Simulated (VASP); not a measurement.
Set up this calculation in VASP 6.6.1, as the native input.

```
Task                   : relaxation of cell and atoms
Functional             : RPBE
Potentials or basis    : VASP PAW PBE potentials, release 64 (Ge_d)
Cutoff                 : 600 eV
k mesh                 : 12 × 12 × 7
Occupations            : fermi-dirac, width 0.1 eV
Spin                   : no spin polarisation
Dipole correction      : no
Further INCAR settings : ALGO = Normal; EDIFF = 1e-06; IBRION = 2; EDIFFG = -0.01; NSW = 80; ISIF = 3
```

The structure of Ge lies in POSCAR:

```
Ge
1.0
    3.0076538696      0.0000000000      0.0000000000
   -1.5038269348      2.6047046568      0.0000000000
    0.0000000000      0.0000000000      4.9114987690
Ge
2
Direct
    0.3333333333      0.6666666667      0.2500000000
    0.6666666667      0.3333333333      0.7500000000
```

These files were run (other wordings do the same):

INCAR

```
SYSTEM = Ge
ALGO     = Normal         ! electronic algorithm
EDIFF    = 1E-6           ! SCF threshold, eV
EDIFFG   = -0.01          ! ionic threshold
ENCUT    = 600            ! plane-wave cutoff, eV
GGA      = RP             ! functional
IBRION   = 2              ! ionic algorithm
ISIF     = 3              ! what is computed and relaxed
ISMEAR   = -1             ! smearing method
LASPH    = .True.         ! aspherical terms in the spheres
LCHARG   = .False.        ! write CHGCAR
LREAL    = .False.        ! projectors in reciprocal space
LWAVE    = .False.        ! write WAVECAR
NELM     = 60             ! most SCF steps
NSW      = 80             ! ionic steps
PREC     = Accurate       ! precision mode
SIGMA    = 0.1            ! smearing width, eV
```

KPOINTS

```
k-points
0
Gamma
  12 12 7
  0 0 0
```

Potentials or basis: VASP PAW PBE potentials, release 64 (Ge_d).

Launch:

```bash
$ cat potpaw_PBE.64/Ge_d/POTCAR > POTCAR
$ mpirun -np 1 vasp_std > vasp.out
```

It gave:

```json
{
 "Relaxed volume": "19.87 Å³/atom",
 "Relaxed cell": "a = 3.094 Å, b = 3.094 Å, c = 4.792 Å, α = 90.00°, β = 90.00°, γ = 120.00°",
 "Space group after relaxing (to 0.05 Å)": "P6_3/mmc (No. 194)",
 "Energy gained by relaxing": "11.3 meV/atom",
 "Ionic steps": "8",
 "Pressure after relaxing": "0.0 GPa",
 "Band gap on the k mesh": "zero (band 14 reaches 12.32 eV, above the bottom of band 15 at 3.76 eV)"
}
```

Caveat: the PAW data sets were made with another functional, which shifts forces and pressure a little.

Run time: 2.6 min on 1 thread of AMD EPYC 9R45 96-Core Processor (Zen 5), with other jobs on the host, peak memory 0.17 GiB.
